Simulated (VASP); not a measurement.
# SiC (Imm2) in VASP: single point with PBEsol

Aim: the single point of SiC with PBEsol.

Everything below comes from runs of VASP 6.6.1. Logs are shortened: lines on timing, memory, paths and dates and some standing lists are left out, and cuts for length are marked.

### 1 The cell of the first run

Symmetry: Imm2, No. 44, orthorhombic system. The conventional cell has a = 3.072 Å, b = 3.112 Å, c = 4.400 Å, α = 90.00°, β = 90.00°, γ = 90.00°. Si (site symmetry mm2) has 4 C at 1.89 to 1.90 Å within 2.5 Å. Within 2.5 Å of C (site symmetry mm2) lie 4 Si at 1.89 to 1.90 Å.

### 2 Single point, PBEsol

Input file INCAR:

```
SYSTEM = SiC
  PREC = Accurate
  ENCUT = 600
  EDIFF = 1E-6
  ISMEAR = 0
  SIGMA = 0.01
  LREAL = .FALSE.
  LASPH = .TRUE.
  NELM = 120
  ALGO = Normal
  ISIF = 2
  LWAVE = .FALSE.
  LCHARG = .FALSE.
  GGA = PS
  NBANDS = 11
  GGA_COMPAT = .FALSE.
```

Input file KPOINTS:

```
regular mesh
0
G
  6 6 6
  0 0 0
```

Input file POSCAR:

```
SiC
1.0
   -0.0141075740      2.1861346442      2.2002422182
    2.1861346442     -0.0141075740      2.2002422182
    2.1720270702      2.1720270702      0.0000000000
Si C
1 1
Direct
   -0.0005996037     -0.0005996037      0.0005996037
    0.2505996037      0.2505996037      0.2494003963
```

Potentials or basis: VASP PAW PBE potentials, release 64 (Si, C).

Command:

```sh
$ cat potpaw_PBE.64/Si/POTCAR potpaw_PBE.64/C/POTCAR > POTCAR
$ mpirun -np 1 vasp_std > vasp.out
```

OUTCAR:

```text
SYSTEM = SiC
   PREC = Accurate
   ENCUT = 600
   EDIFF = 1E-6
   ISMEAR = 0
   LREAL = .FALSE.
   LASPH = .TRUE.
   NELM = 120
   ISIF = 2
   GGA = PS

 ion  position               nearest neighbor table
   1  0.999  0.999  0.001-   2 1.89   2 1.89   2 1.90   2 1.90
   2  0.251  0.251  0.249-   1 1.89   1 1.89   1 1.90   1 1.90

  LATTYP: Found a body centered orthorhombic cell.
 ALAT       =     3.0717101405
 B/A-ratio  =     1.0129902377
 C/A-ratio  =     1.4325845328

  Lattice vectors:

 A1 = (   0.0141075740,  -2.1861346442,  -2.2002422182)
 A2 = (  -0.0141075740,   2.1861346442,  -2.2002422182)
 A3 = (   2.1861346442,  -0.0141075740,   2.2002422182)

Analysis of symmetry for initial positions (statically):
=====================================================================
 Subroutine PRICEL returns:
 Original cell was already a primitive cell.

 Routine SETGRP: Setting up the symmetry group for a
 body centered orthorhombic supercell.

 Subroutine GETGRP returns: Found  4 space group operations
 (whereof  4 operations were pure point group operations)
 out of a pool of  8 trial point group operations.

The static configuration has the point symmetry C_2v.

Analysis of symmetry for dynamics (positions and initial velocities):
=====================================================================
 Subroutine PRICEL returns:
 Original cell was already a primitive cell.

 Routine SETGRP: Setting up the symmetry group for a
 body centered orthorhombic supercell.

 Subroutine GETGRP returns: Found  4 space group operations
 (whereof  4 operations were pure point group operations)
 out of a pool of  8 trial point group operations.

The dynamic configuration has the point symmetry C_2v.

 Subroutine INISYM returns: Found  4 space group operations
 (whereof  4 operations are pure point group operations),
 and found     1 'primitive' translations

----------------------------------------------------------------------------------------

                                     Primitive cell

  volume of cell :      21.0299

  direct lattice vectors                    reciprocal lattice vectors
    -0.014107574  2.186134644  2.200242218    -0.227247707  0.227247707  0.227247707
     2.186134644 -0.014107574  2.200242218     0.227247707 -0.227247707  0.227247707
     2.172027070  2.172027070  0.000000000     0.230199709  0.230199709 -0.227247707

  length of vectors
     3.101684949  3.101684949  3.071710141     0.393604575  0.393604575  0.397020570

  position of ions in fractional coordinates (direct lattice)
     0.999400396  0.999400396  0.000599604
     0.250599604  0.250599604  0.249400396

  ion indices of the primitive-cell ions
   primitive index   ion index
                 1           1
                 2           2

----------------------------------------------------------------------------------------

 KPOINTS: regular mesh

Automatic generation of k-mesh.
 Grid dimensions read from file:
 generate k-points for:    6    6    6

 Generating k-lattice:

  Cartesian coordinates                     Fractional coordinates (reciprocal lattice)
    -0.037874618  0.037874618  0.037874618     0.166666667  0.000000000  0.000000000
     0.037874618 -0.037874618  0.037874618     0.000000000  0.166666667  0.000000000
     0.038366618  0.038366618 -0.037874618     0.000000000  0.000000000  0.166666667

  Length of vectors
     0.065600763  0.065600763  0.066170095

  Shift w.r.t. Gamma in fractional coordinates (k-lattice)
     0.000000000  0.000000000  0.000000000

 Subroutine IBZKPT returns following result:
 ===========================================

 Found     46 irreducible k-points:

 Following reciprocal coordinates:
            Coordinates               Weight
  0.000000  0.000000  0.000000      1.000000
  0.166667  0.000000  0.000000      4.000000
  0.333333  0.000000  0.000000      4.000000
  0.500000  0.000000  0.000000      2.000000
  0.166667  0.166667  0.000000      2.000000
  0.333333  0.166667  0.000000      4.000000
[... 16 lines left out ...]
 -0.166667  0.333333  0.166667      4.000000
  0.500000  0.500000  0.166667      4.000000
 [... further k-points ...]
   k-points           NKPTS =     46   k-points in BZ     NKDIM =     46   number of bands    NBANDS=     11
   number of dos      NEDOS =    301   number of ions     NIONS =      2
   total plane-waves  NPLWV =  21952
   dimension x,y,z NGX =    28 NGY =   28 NGZ =   28
   dimension x,y,z NGXF=    56 NGYF=   56 NGZF=   56
   ions per type =               1   1
   NGX,Y,Z   is equivalent  to a cutoff of  15.01, 15.01, 15.15 a.u.
   NGXF,Y,Z  is equivalent  to a cutoff of  30.02, 30.02, 30.31 a.u.
 SYSTEM =  SiC
   PREC   = accura    normal or accurate (medium, high low for compatibility)
   ISTART =      0    job   : 0-new  1-cont  2-samecut
   ICHARG =      2    charge: 1-file 2-atom 10-const
   ISPIN  =      1    spin polarized calculation?
   LNONCOLLINEAR =      F non collinear calculations
   LSORBIT =      F    spin-orbit coupling
   LASPH  =      T    aspherical Exc in radial PAW
   ENCUT  =  600.0 eV  44.10 Ry    6.64 a.u.   6.19  6.19  6.13*2*pi/ulx,y,z
   NELM   =    120;   NELMIN=  2; NELMDL= -5     # of ELM steps
   EDIFF  = 0.1E-05   stopping-criterion for ELM
   LREAL  =      F    real-space projection
   EDIFFG = 0.1E-04   stopping-criterion for IOM
   NSW    =      0    number of steps for IOM
   IBRION =     -1    ionic relax: 0-MD 1-quasi-New 2-CG
   NFREE  =      0    steps in history (QN), initial steepest desc. (CG)
   ISIF   =      2    stress and relaxation
   ISYM   =      2    0-nonsym 1-usesym 2-fastsym
   POTIM  = 0.5000    time-step for ionic-motion
   TEBEG  =    0.0;   TEEND  =   0.0 temperature during run
   PSTRESS=    0.0 pullay stress
   NELECT =       8.0000    total number of electrons
   NUPDOWN=      -1.0000    fix difference up-down
   EMIN   =  10.00;   EMAX   =-10.00  energy-range for DOS
   EFERMI =   0.00;   METHOD = LEGACY
   ISMEAR =     0;   SIGMA  =   0.01  broadening in eV -4-tet -1-fermi 0-gaus
   EFERMI_NEDOS =   21; number of points for ismear=-14 and -15
   IALGO  =     38    algorithm
   IMIX   =      4    mixing-type and parameters
     AMIX     =   0.40;   BMIX     =  1.00
     AMIX_MAG =   1.60;   BMIX_MAG =  1.00
  volume/ion in A,a.u.               =      10.51        70.96
  Fermi-wavevector in a.u.,A,eV,Ry     =   1.186204  2.241601 19.144488  1.407080
  Thomas-Fermi vector in A             =   2.322382
   LORBIT       =      0    0 simple, 1 ext, 2 COOP (PROOUT), +10 PAW based schemes
   GGA     = PS    functional components
   LHFCALC =     F    Hartree Fock is set to
   AEXX    =    0.0000 exact exchange contribution
   IVDW    =     0    specifies the selected vdW correction
   LEPSILON=     F    determine dielectric tensor
   LRPA    =     F    only Hartree local field effects (RPA)
 non-spin polarized calculation
 Gauss-broadening in eV      SIGMA  =   0.01
  energy-cutoff  :      600.00
  volume of cell :       21.03
 maximum number of plane-waves:       721
 NGX is ok and might be reduce to    28
   NGX = 13   NGY = 13   NGZ = 13

 number of electron       8.0000000 magnetization

 Free energy of the ion-electron system (eV)
  ---------------------------------------------------
  ext. energy  EPLUGINS =         0.00000000
  ---------------------------------------------------
  free energy    TOTEN  =       -15.89849263 eV

  energy without entropy =      -15.89849263  energy(sigma->0) =      -15.89849263

 E-fermi :   8.0782     XC(G=0): -11.4337

 val. band max:        7.9615303888   @ k =   0.0000   0.0000   0.0000
 cond. band min:       9.1053236184   @ k =   0.5000  -0.0000   0.5000
 fundamental gap:      1.1437932297
 Fermi energy:         8.0782157745

 k-point     1 :       0.0000    0.0000    0.0000
  band No.  band energies     occupation
      1      -7.4179      2.00000
      2       7.8360      2.00000
      3       7.8526      2.00000
      4       7.9615      2.00000
      5      13.8453      0.00000
      6      14.8670      0.00000
      7      15.0558      0.00000
      8      15.1415      0.00000
      9      22.1380      0.00000
     10      22.3393      0.00000
     11      23.8894      0.00000

 k-point     2 :       0.1667    0.0000    0.0000
  band No.  band energies     occupation
      1      -6.8884      2.00000
      2       5.4492      2.00000
      3       7.5216      2.00000
      4       7.6400      2.00000
      5      14.0760      0.00000
      6      15.4767      0.00000
      7      15.6458      0.00000
      8      15.9465      0.00000
      9      20.6082      0.00000
     10      20.8274      0.00000
     11      23.2373      0.00000

 k-point     3 :       0.3333    0.0000    0.0000
  band No.  band energies     occupation
      1      -5.3897      2.00000
      2       1.6744      2.00000
      3       7.0154      2.00000
      4       7.1374      2.00000
      5      13.4351      0.00000
      6      15.3211      0.00000
      7      15.5015      0.00000
      8      17.5696      0.00000
      9      21.8649      0.00000
     10      22.0645      0.00000
     11      22.7944      0.00000
[... 267 lines left out ...]
 k-point    23 :      -0.1667    0.3333    0.1667
  band No.  band energies     occupation
      1      -4.1197      2.00000
      2       1.9403      2.00000
      3       3.7268      2.00000
      4       5.5122      2.00000
      5      12.7048      0.00000
      6      15.4515      0.00000
      7      16.4884      0.00000
      8      19.3793      0.00000
      9      20.8820      0.00000
     10      24.3763      0.00000
     11      28.0415      0.00000

 k-point    24 :       0.5000    0.5000    0.1667
  band No.  band energies     occupation
      1      -3.1311      2.00000
      2       1.0383      2.00000
      3       3.6028      2.00000
      4       5.0500      2.00000
      5      10.4419      0.00000
      6      14.1079      0.00000
      7      19.7101      0.00000
      8      19.8803      0.00000
      9      21.7721      0.00000
     10      25.6942      0.00000
     11      29.0714      0.00000

 [... further k-points ...]

------------------------ aborting loop because EDIFF is reached ----------------------------------------

  FORCE on cell =-STRESS in cart. coord.  units (eV):
  Direction    XX          YY          ZZ          XY          YZ          ZX
  --------------------------------------------------------------------------------------
  -------------------------------------------------------------------------------------
  Total       -0.3712265     -0.3712265     -0.5905648      0.4049397      0.0000000      0.0000000
  in kB      -28.2822113    -28.2822113    -44.9926847     30.8506802      0.0000000      0.0000000
  external PRESSURE =     -33.8523691 kB  Pullay stress =       0.0000000 kB

 VOLUME and BASIS-vectors are now :
 -----------------------------------------------------------------------------
  energy-cutoff  :      600.00
  volume of cell :       21.03
      direct lattice vectors                 reciprocal lattice vectors
    -0.014107574  2.186134644  2.200242218    -0.227247707  0.227247707  0.227247707
     2.186134644 -0.014107574  2.200242218     0.227247707 -0.227247707  0.227247707
     2.172027070  2.172027070  0.000000000     0.230199709  0.230199709 -0.227247707

 POSITION                                       TOTAL-FORCE (eV/Angst)
 -----------------------------------------------------------------------------------
      2.17203      2.17203      4.39785        -0.000000     -0.000000     -0.000298
      1.08601      1.08601      1.10276         0.000000      0.000000      0.000298
 -----------------------------------------------------------------------------------
    total drift:                               -0.000000     -0.000000      0.000062

  FREE ENERGIE OF THE ION-ELECTRON SYSTEM (eV)
  ---------------------------------------------------
  free  energy   TOTEN  =       -15.8984926334 eV

  energy  without entropy=      -15.8984926334  energy(sigma->0) =      -15.89849263
```

Run time: 24 s. Hardware: 1 thread of Intel Xeon Platinum 8259CL at 2.50GHz (Skylake/Cascade Lake), shared host; peak memory 0.15 GiB.

What came out:

* Free energy: -15.8985 eV
* Pressure: -3.4 GPa
* Band gap on the k mesh: 1.14 eV (least direct gap 4.29 eV)

Caveat: the cell stands under tension; the PAW data sets were made with another functional, which shifts forces and pressure a little. A k mesh can miss the band edges.
